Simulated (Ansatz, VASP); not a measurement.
# Two plane-wave programs on Ir

```
Ir
1.0
     2.72794    0.00000    0.00000
    -1.36397    2.36246    0.00000
     0.00000    0.00000    4.48605
Ir
2
Direct
  0.66667 0.33333 0.75000
  0.33333 0.66667 0.25000
```

Alike in both runs: functional BLYP; dispersion D3(BJ); k mesh 10 × 10 × 5; occupations gaussian, width 0.15 eV; no spin polarisation.

Ansatz relaxed the structure, and its values are those at the end. VASP's run is a single point on that final structure, the one shown.

```csv
,VASP,Ansatz
version,VASP 6.6.1,Ansatz 0.2.0
potentials or method,"VASP PAW PBE potentials, release 64 (Ir), cutoff 520 eV","plane waves, PAW"
valence electrons in the cell,18,34
```

```csv
,VASP,Ansatz,Ansatz less VASP
gap on the k mesh at the Fermi level (eV),none,none,-
pressure (GPa),3.0,0.0,-3.03
```

VASP's potentials were made for PBE, not for BLYP. A gap of «none» marks a metal or a gap that the smearing closes. VASP's potentials hold 18 valence electrons a cell and Ansatz's 34, so a difference there can come from the potentials and not from the codes. Ansatz's warnings: stress scf threshold loose.

Spin-orbit coupling is off throughout.
